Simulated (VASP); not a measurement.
Write the native input for VASP 6.6.1 that does the following.

* Task: single point
* Functional: r2SCAN
* Potentials or basis: VASP PAW PBE potentials, release 64 (Sc_sv, Bi_d)
* Cutoff: 520 eV
* k mesh: 8 × 8 × 8
* Occupations: gaussian, width 0.1 eV
* Spin: no spin polarisation
* Dipole correction: no
* Further INCAR settings: ALGO = Normal; EDIFF = 1e-06; NBANDS = 50

ScBi2:

```
Sc Bi
1.0
     0.00000    4.52625    4.52625
     4.52625    0.00000    4.52625
     4.52625    4.52625    0.00000
Sc Bi
2 4
Cartesian
  4.5262 4.5262 4.5262
  6.7894 6.7894 6.7894
  1.1316 1.1316 1.1316
  1.1316 3.3947 3.3947
  3.3947 3.3947 1.1316
  3.3947 1.1316 3.3947
```

One way to write it, as run:

POSCAR

```
ScBi2
1.0
    0.0000000000      4.5262471698      4.5262471698
    4.5262471698      0.0000000000      4.5262471698
    4.5262471698      4.5262471698      0.0000000000
Sc Bi
2 4
Direct
    0.5000000000      0.5000000000      0.5000000000
    0.7500000000      0.7500000000      0.7500000000
    0.1250000000      0.1250000000      0.1250000000
    0.6250000000      0.1250000000      0.1250000000
    0.1250000000      0.1250000000      0.6250000000
    0.1250000000      0.6250000000      0.1250000000
```

INCAR.step1

```
PREC = Accurate
ENCUT = 520
ISMEAR = 0
SIGMA = 0.1
LREAL = False
LASPH = True
NELM = 100
NBANDS = 50
GGA = PE
ALGO = Normal
EDIFF = 1E-4
LWAVE = True
LCHARG = False
```

INCAR.step2

```
PREC = Accurate
ENCUT = 520
EDIFF = 1E-6
ISMEAR = 0
SIGMA = 0.1
LREAL = False
LASPH = True
NELM = 100
ALGO = Normal
ISIF = 2
LWAVE = False
LCHARG = False
METAGGA = R2SCAN
LMIXTAU = True
NBANDS = 50
ISTART = 1
```

KPOINTS

```
regular mesh
0
Gamma
  8 8 8
```

Potentials or basis: VASP PAW PBE potentials, release 64 (Sc_sv, Bi_d).

The run is started by

```sh
$ cat potpaw_PBE.64/Sc_sv/POTCAR potpaw_PBE.64/Bi_d/POTCAR > POTCAR
$ cp INCAR.step1 INCAR
$ mpirun -np 1 vasp_std > vasp.out
$ cp INCAR.step2 INCAR
$ mpirun -np 1 vasp_std > vasp.out
```

It gave:

```
Pressure               : 0.0 GPa
Band gap on the k mesh : zero (bands 41 and 42 overlap by 1.15 eV)
```

Caveat: the PAW data sets were made with another functional, which shifts forces and pressure a little; spin-orbit coupling is left out, which moves the levels of the heavy elements.

Run time: 36 min on 1 thread of Oxide Virtual Turin-like Processor, with other jobs on the host, peak memory 0.45 GiB.
